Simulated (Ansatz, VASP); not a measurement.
# Cu in VASP and in Ansatz

```
Cu
1.0
     0.00000    1.78164    1.78164
     1.78164    0.00000    1.78164
     1.78164    1.78164    0.00000
Cu
1
Direct
  0.00000 0.00000 0.00000
```

Alike in both runs: task single point; functional PBEsol; k mesh 22 × 22 × 22; occupations gaussian, width 0.15 eV; no spin polarisation.

|  | VASP | Ansatz |
| --- | --- | --- |
| version | VASP 6.6.1 | Ansatz 0.2.0 |
| potentials or method | VASP PAW PBE potentials, release 64 (Cu), cutoff 520 eV | scalar-relativistic, plane waves, PAW |
| valence electrons in the cell | 11 | 19 |

```csv
,VASP,Ansatz,Ansatz less VASP
gap on the k mesh at the Fermi level (eV),none,none,-
pressure (GPa),0.8,0.0,-0.74
```

VASP's potentials were made for PBE, not for PBEsol, and Ansatz warns of the same on its side. A gap of «none» marks a metal or a gap that the smearing closes. With one functional, cell and mesh, what is left measures potentials, basis and numerics. VASP's potentials hold 11 valence electrons a cell and Ansatz's 19, so a difference there can come from the potentials and not from the codes.
